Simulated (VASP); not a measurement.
# LaScF2 (P6/mmm) in VASP: notebook, part 3 of 3

VASP 6.6.1.

**5. Single point, PBE**

This run uses another cell than the first one, of 25.65 Å³/atom, 1.169 times its volume.

INCAR

```
SYSTEM = LaScF2
PREC = Accurate ; ENCUT = 520
EDIFF = 1E-7 ; ISMEAR = 0
SIGMA = 0.1 ; LREAL = .FALSE.
LASPH = .TRUE. ; NELM = 100
ALGO = Normal ; ISIF = 2
LWAVE = .FALSE. ; LCHARG = .TRUE.
GGA = PE ; LELF = .TRUE.
LVHAR = .TRUE. ; NBANDS = 26
```

KPOINTS

```
regular mesh
0
G
  12 12 6
  0 0 0
```

POSCAR

```
LaScF2
1.0
    3.6913802400      0.0000000000      0.0000000000
   -1.8456901200      3.1968290629      0.0000000000
    0.0000000000      0.0000000000      8.6938037197
La Sc F
1 1 2
Direct
    0.0000000000      0.0000000000      0.5000000000
    0.0000000000      0.0000000000      0.0000000000
    0.0000000000      0.0000000000      0.2311508264
    0.0000000000      0.0000000000      0.7688491736
```

Potentials or basis: VASP PAW PBE potentials, release 64 (La, Sc_sv, F).

Launch:

```sh
cat potpaw_PBE.64/La/POTCAR potpaw_PBE.64/Sc_sv/POTCAR potpaw_PBE.64/F/POTCAR > POTCAR
mpirun -np 1 vasp_std > vasp.out
```

OUTCAR:

```text
SYSTEM = LaScF2
   PREC = Accurate
   ENCUT = 520
   EDIFF = 1E-7
   ISMEAR = 0
   LREAL = .FALSE.
   LASPH = .TRUE.
   NELM = 100
   ISIF = 2
   GGA = PE

 ion  position               nearest neighbor table
   1  0.000  0.000  0.500-   3 2.34   4 2.34
   2  0.000  0.000  0.000-   3 2.01   4 2.01
   3  0.000  0.000  0.231-   2 2.01   1 2.34
   4  0.000  0.000  0.769-   2 2.01   1 2.34

  LATTYP: Found a hexagonal cell.
 ALAT       =     3.6913802400
 C/A-ratio  =     2.3551634225

  Lattice vectors:

 A1 = (   3.6913802400,   0.0000000000,   0.0000000000)
 A2 = (  -1.8456901200,   3.1968290629,   0.0000000000)
 A3 = (   0.0000000000,   0.0000000000,   8.6938037197)

Analysis of symmetry for initial positions (statically):
=====================================================================
 Subroutine PRICEL returns:
 Original cell was already a primitive cell.

 Routine SETGRP: Setting up the symmetry group for a
 hexagonal supercell.

 Subroutine GETGRP returns: Found 24 space group operations
 (whereof 24 operations were pure point group operations)
 out of a pool of 24 trial point group operations.

The static configuration has the point symmetry D_6h.

Analysis of symmetry for dynamics (positions and initial velocities):
=====================================================================
 Subroutine PRICEL returns:
 Original cell was already a primitive cell.

 Routine SETGRP: Setting up the symmetry group for a
 hexagonal supercell.

 Subroutine GETGRP returns: Found 24 space group operations
 (whereof 24 operations were pure point group operations)
 out of a pool of 24 trial point group operations.

The dynamic configuration has the point symmetry D_6h.

 Subroutine INISYM returns: Found 24 space group operations
 (whereof 24 operations are pure point group operations),
 and found     1 'primitive' translations

----------------------------------------------------------------------------------------

                                     Primitive cell

  volume of cell :     102.5931

  direct lattice vectors                    reciprocal lattice vectors
     3.691380240  0.000000000  0.000000000     0.270901380  0.156404984  0.000000000
    -1.845690120  3.196829063  0.000000000     0.000000000  0.312809969  0.000000000
     0.000000000  0.000000000  8.693803720     0.000000000  0.000000000  0.115024451

  length of vectors
     3.691380240  3.691380240  8.693803720     0.312809969  0.312809969  0.115024451

  position of ions in fractional coordinates (direct lattice)
     0.000000000  0.000000000  0.500000000
     0.000000000  0.000000000  0.000000000
     0.000000000  0.000000000  0.231150826
     0.000000000  0.000000000  0.768849174

  ion indices of the primitive-cell ions
   primitive index   ion index
                 1           1
                 2           2
                 3           3
                 4           4

----------------------------------------------------------------------------------------

 KPOINTS: regular mesh

Automatic generation of k-mesh.
 Grid dimensions read from file:
 generate k-points for:   12   12    6

 Generating k-lattice:

  Cartesian coordinates                     Fractional coordinates (reciprocal lattice)
     0.022575115  0.013033749  0.000000000     0.083333333  0.000000000  0.000000000
     0.000000000  0.026067497  0.000000000     0.000000000  0.083333333  0.000000000
     0.000000000  0.000000000  0.019170742     0.000000000  0.000000000  0.166666667

  Length of vectors
     0.026067497  0.026067497  0.019170742

  Shift w.r.t. Gamma in fractional coordinates (k-lattice)
     0.000000000  0.000000000  0.000000000

 Subroutine IBZKPT returns following result:
 ===========================================

 Found     76 irreducible k-points:

 Following reciprocal coordinates:
            Coordinates               Weight
  0.000000  0.000000  0.000000      1.000000
  0.083333  0.000000  0.000000      6.000000
  0.166667  0.000000  0.000000      6.000000
  0.250000  0.000000  0.000000      6.000000
  0.333333 -0.000000  0.000000      6.000000
  0.416667  0.000000  0.000000      6.000000
[... 16 lines left out ...]
  0.250000  0.000000  0.166667     12.000000
  0.333333 -0.000000  0.166667     12.000000
 [... further k-points ...]
   k-points           NKPTS =     76   k-points in BZ     NKDIM =     76   number of bands    NBANDS=     26
   number of dos      NEDOS =    301   number of ions     NIONS =      4
   total plane-waves  NPLWV =  54880
   dimension x,y,z NGX =    28 NGY =   28 NGZ =   70
   dimension x,y,z NGXF=    56 NGYF=   56 NGZF=  140
   ions per type =               1   1   2
   NGX,Y,Z   is equivalent  to a cutoff of  12.61, 12.61, 13.39 a.u.
   NGXF,Y,Z  is equivalent  to a cutoff of  25.22, 25.22, 26.77 a.u.
 SYSTEM =  LaScF2
   PREC   = accura    normal or accurate (medium, high low for compatibility)
   ISTART =      0    job   : 0-new  1-cont  2-samecut
   ICHARG =      2    charge: 1-file 2-atom 10-const
   ISPIN  =      1    spin polarized calculation?
   LNONCOLLINEAR =      F non collinear calculations
   LSORBIT =      F    spin-orbit coupling
   LASPH  =      T    aspherical Exc in radial PAW
   ENCUT  =  520.0 eV  38.22 Ry    6.18 a.u.   6.86  6.86 16.16*2*pi/ulx,y,z
   NELM   =    100;   NELMIN=  2; NELMDL= -5     # of ELM steps
   EDIFF  = 0.1E-06   stopping-criterion for ELM
   LREAL  =      F    real-space projection
   EDIFFG = 0.1E-05   stopping-criterion for IOM
   NSW    =      0    number of steps for IOM
   IBRION =     -1    ionic relax: 0-MD 1-quasi-New 2-CG
   NFREE  =      0    steps in history (QN), initial steepest desc. (CG)
   ISIF   =      2    stress and relaxation
   ISYM   =      2    0-nonsym 1-usesym 2-fastsym
   POTIM  = 0.5000    time-step for ionic-motion
   TEBEG  =    0.0;   TEEND  =   0.0 temperature during run
   PSTRESS=    0.0 pullay stress
   NELECT =      36.0000    total number of electrons
   NUPDOWN=      -1.0000    fix difference up-down
   EMIN   =  10.00;   EMAX   =-10.00  energy-range for DOS
   EFERMI =   0.00;   METHOD = LEGACY
   ISMEAR =     0;   SIGMA  =   0.10  broadening in eV -4-tet -1-fermi 0-gaus
   EFERMI_NEDOS =   21; number of points for ismear=-14 and -15
   IALGO  =     38    algorithm
   IMIX   =      4    mixing-type and parameters
     AMIX     =   0.40;   BMIX     =  1.00
     AMIX_MAG =   1.60;   BMIX_MAG =  1.00
  volume/ion in A,a.u.               =      25.65       173.08
  Fermi-wavevector in a.u.,A,eV,Ry     =   1.154701  2.182069 18.141125  1.333335
  Thomas-Fermi vector in A             =   2.291336
   LORBIT       =      0    0 simple, 1 ext, 2 COOP (PROOUT), +10 PAW based schemes
   GGA     = PE    functional components
   LHFCALC =     F    Hartree Fock is set to
   AEXX    =    0.0000 exact exchange contribution
   IVDW    =     0    specifies the selected vdW correction
   LEPSILON=     F    determine dielectric tensor
   LRPA    =     F    only Hartree local field effects (RPA)
 non-spin polarized calculation
 Gauss-broadening in eV      SIGMA  =   0.10
  energy-cutoff  :      520.00
  volume of cell :      102.59
 maximum number of plane-waves:      2802
 NGX is ok and might be reduce to    28
   NGX = 13   NGY = 13   NGZ = 33

 number of electron      35.9999991 magnetization

 Free energy of the ion-electron system (eV)
  ---------------------------------------------------
  ext. energy  EPLUGINS =         0.00000000
  ---------------------------------------------------
  free energy    TOTEN  =       -23.86577687 eV

  energy without entropy =      -23.85395172  energy(sigma->0) =      -23.85986429

 E-fermi :   4.1507     XC(G=0):  -8.3841

 val. band max:        4.1390071708   @ k =   0.3333   0.2500   0.3333
 cond. band min:       4.1528281196   @ k =   0.2500   0.2500   0.5000
 fundamental gap:      0.0138209487
 Fermi energy:         4.1507436959

 k-point     1 :       0.0000    0.0000    0.0000
  band No.  band energies     occupation
      1     -46.6439      2.00000
      2     -29.3484      2.00000
      3     -25.6976      2.00000
      4     -25.1699      2.00000
      5     -25.1699      2.00000
      6     -21.3582      2.00000
[... 18 lines left out ...]
     25       5.5512      0.00000
     26       5.7337      0.00000
[... 644 lines left out ...]
      4     -25.2291      2.00000
      5     -25.1845      2.00000
      6     -21.3975      2.00000
[... 18 lines left out ...]
     25       5.7330      0.00000
     26       5.7492      0.00000

 [... further k-points ...]
[... 5 lines left out ...]
  --------------------------------------------------------------------------------------
  -------------------------------------------------------------------------------------
  Total       -0.0881995     -0.0881995      0.2075696      0.0000000      0.0000000      0.0000000
  in kB       -1.3773962     -1.3773962      3.2415763      0.0000000      0.0000000      0.0000000
  external PRESSURE =       0.1622613 kB  Pullay stress =       0.0000000 kB

 VOLUME and BASIS-vectors are now :
 -----------------------------------------------------------------------------
  energy-cutoff  :      520.00
  volume of cell :      102.59
      direct lattice vectors                 reciprocal lattice vectors
     3.691380240  0.000000000  0.000000000     0.270901380  0.156404984  0.000000000
    -1.845690120  3.196829063  0.000000000     0.000000000  0.312809969  0.000000000
     0.000000000  0.000000000  8.693803720     0.000000000  0.000000000  0.115024451

 POSITION                                       TOTAL-FORCE (eV/Angst)
 -----------------------------------------------------------------------------------
      0.00000      0.00000      4.34690         0.000000     -0.000000      0.000000
      0.00000      0.00000      0.00000         0.000000     -0.000000      0.000000
      0.00000      0.00000      2.00958        -0.000000      0.000000      0.115388
      0.00000      0.00000      6.68422         0.000000     -0.000000     -0.115388
 -----------------------------------------------------------------------------------
    total drift:                               -0.000000     -0.000000      0.000000

  FREE ENERGIE OF THE ION-ELECTRON SYSTEM (eV)
  ---------------------------------------------------
  free  energy   TOTEN  =       -23.8657768706 eV

  energy  without entropy=      -23.8539517171  energy(sigma->0) =      -23.85986429
```

stdout:

```text
POSCAR found type information on POSCAR LaScF
 POSCAR found :  3 types and       4 ions
 scaLAPACK will be used
 LDA part: xc-table for (Slater+PW92), standard interpolation
 POSCAR, INCAR and KPOINTS ok, starting setup
 FFT: planning ... GRIDC
 FFT: planning ... GRID_SOFT
 FFT: planning ... GRID
 WAVECAR not read
 entering main loop
```

Run time: 2.4 min. Hardware: 1 thread of Intel Xeon 6975P-C (Granite Rapids), shared host; peak memory 0.39 GiB.

Results:

- Free energy: -23.8658 eV
- Pressure: 0.0 GPa
- Largest force: 0.115 eV/Å
- Band gap on the k mesh: zero (band 18 reaches 4.29 eV, above the bottom of band 19 at 3.95 eV)

Forces in eV/Å, atoms in the order of the input:
```
La   0.000  0.000  0.000
Sc   0.000  0.000  0.000
F    0.000  0.000  0.115
F    0.000  0.000 -0.115
```

Stress tensor (GPa, compression positive):
```
-0.14  0.00  0.00
 0.00 -0.14  0.00
 0.00  0.00  0.32
```

Caveat: spin-orbit coupling is left out, which moves the levels of the heavy elements.

**6. The runs side by side**

| task | cell | k mesh | cutoff (eV) | gap on the mesh (eV) | pressure (GPa) | largest force (eV/Å) |
| --- | --- | --- | --- | --- | --- | --- |
| single point | a = 3.638, b = 3.638, c = 7.657 Å, angles 90.0, 90.0, 120.0°, 4 atoms | 6 × 6 × 2 | 520 | 0.13 | 28.1 | 7.90 |
| single point | a = 3.710, b = 3.710, c = 8.703 Å, angles 90.0, 90.0, 120.0°, 4 atoms | 6 × 6 × 2 | 520 | none | 0.1 | 0.12 |
| relaxation of cell and atoms | relaxed from a = 3.638, b = 3.638, c = 7.657 Å, angles 90.0, 90.0, 120.0°, 4 atoms | 6 × 6 × 2 | 600 | none | 0.0 | 0.02 |
| single point | a = 3.691, b = 3.691, c = 8.694 Å, angles 90.0, 90.0, 120.0°, 4 atoms | 12 × 12 × 6 | 520 | none | 0.0 | 0.12 |

Alike in all rows: level PBE; potentials or basis VASP PAW PBE potentials, release 64 (La, Sc_sv, F); no spin polarisation; smearing gaussian 0.1 eV.

Caveats: some runs use coarse meshes; spin-orbit coupling is left out, which moves the levels of the heavy elements; forces of over 1 eV/Å act on the atoms, so gaps and moduli don't describe the material at rest (some runs); the volume moved by over 15 % at a fixed basis, so the end points are rough (some runs).

Total energies depend on the potentials used, so only differences within one code and one set of settings carry meaning.
